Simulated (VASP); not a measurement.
Input of a VASP 6.6.1 run:

Contents of INCAR:

```
PREC = Accurate
ENCUT = 500
EDIFF = 1E-6
ISMEAR = 0
SIGMA = 0.1
LREAL = False
LASPH = True
NELM = 120
ALGO = Normal
ISIF = 2
LWAVE = False
LCHARG = True
GGA = PS
LELF = True
LVHAR = True
NBANDS = 19
GGA_COMPAT = False
```

File KPOINTS:

```
regular mesh
0
Gamma
  15 15 8
```

The input POSCAR:

```
Zr
1.0
    3.1839134948      0.0000000000      0.0000000000
   -1.5919567474      2.7573499700      0.0000000000
    0.0000000000      0.0000000000      5.1178120227
Zr
2
Direct
    0.3333333333      0.6666666667      0.2500000000
    0.6666666667      0.3333333333      0.7500000000
```

Potentials or basis: VASP PAW PBE potentials, release 64 (Zr_sv).

Launch:

```console
$ cat potpaw_PBE.64/Zr_sv/POTCAR > POTCAR
$ mpirun -np 1 vasp_std > vasp.out
```

Task: Predict the pressure.

Result: 0.0 GPa.

Task: Predict the band gap on the k mesh.

Result: Zero (bands 12 and 13 overlap by 1.31 eV).

Caveat: the PAW data sets were made with another functional, which shifts forces and pressure a little.
